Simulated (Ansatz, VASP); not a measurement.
# Two plane-wave programs on Ti2Te2Pt

```
Ti Te Pt
1.0
     5.00916    0.00000    0.00000
    -2.50458    4.33806    0.00000
     0.00000    0.00000    5.50516
Ti Te Pt
2 2 1
Direct
  0.33333 0.66667 0.50000
  0.66667 0.33333 0.50000
  0.33333 0.66667 0.00000
  0.66667 0.33333 0.00000
  0.00000 0.00000 0.50000
```

Alike in both runs: task single point; functional PBE; k mesh 6 × 6 × 4; occupations gaussian, width 0.1 eV; collinear spin.

|  | VASP | Ansatz |
| --- | --- | --- |
| version | VASP 6.6.1 | Ansatz 0.2.0 |
| potentials or method | VASP PAW PBE potentials, release 64 (Ti_sv, Te, Pt), cutoff 520 eV | scalar-relativistic, plane waves, PAW |
| valence electrons in the cell | 46 | 74 |

```tsv
	VASP	Ansatz	Ansatz less VASP
gap on the k mesh at the Fermi level (eV)	none	none	-
pressure (GPa)	0.0	0.0	+0.04
traceless stress, the component that is largest in VASP (GPa)	0.58	0.53	-0.049
net moment per atom (μB)	0.27	0.26	-0.008
size of the moment on the site where the two differ most (μB)	0.43	0.42	-0.014
```

Site moments also hang on the region over which each program counts them. A gap of «none» marks a metal or a gap that the smearing closes. VASP's potentials hold 46 valence electrons a cell and Ansatz's 74, so a difference there can come from the potentials and not from the codes.

Spin-orbit coupling is off throughout.
